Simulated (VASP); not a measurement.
Runs of VASP 6.6.1 on Sc. The structure is that of space group Im-3m (No. 229), or close to it. The cells are those of the table. 

```tsv
task	cell	cutoff (eV)	gap on the mesh (eV)	pressure (GPa)
relaxation of cell and atoms	relaxed from a = 3.088 Å, angles 70.5, 109.5, 70.5°, 1 atom	600	none	0.1
single point	a = 3.088 Å, angles 70.5, 109.5, 70.5°, 1 atom	520	none	0.1
single point	a = 3.099 Å, angles 70.5, 109.5, 70.5°, 1 atom	520	none	-0.5
relaxation of cell and atoms	relaxed from a = 3.187 Å, angles 70.5, 109.5, 70.5°, 1 atom	600	none	0.1
single point	a = 3.078 Å, angles 70.5, 109.5, 70.5°, 1 atom	520	none	(a)
```

Alike in all rows: level LDA; potentials or basis VASP PAW LDA potentials, release 64 (Sc_sv); no spin polarisation; k mesh 8 × 8 × 8; smearing fermi-dirac 0.05 eV.

Task: Fill in the values left out.

Result: (a) 0.7.

Caveats: the relaxation stopped at its first step, so nothing moved (some runs).

A gap of «none» marks levels without a gap at the run's occupations.
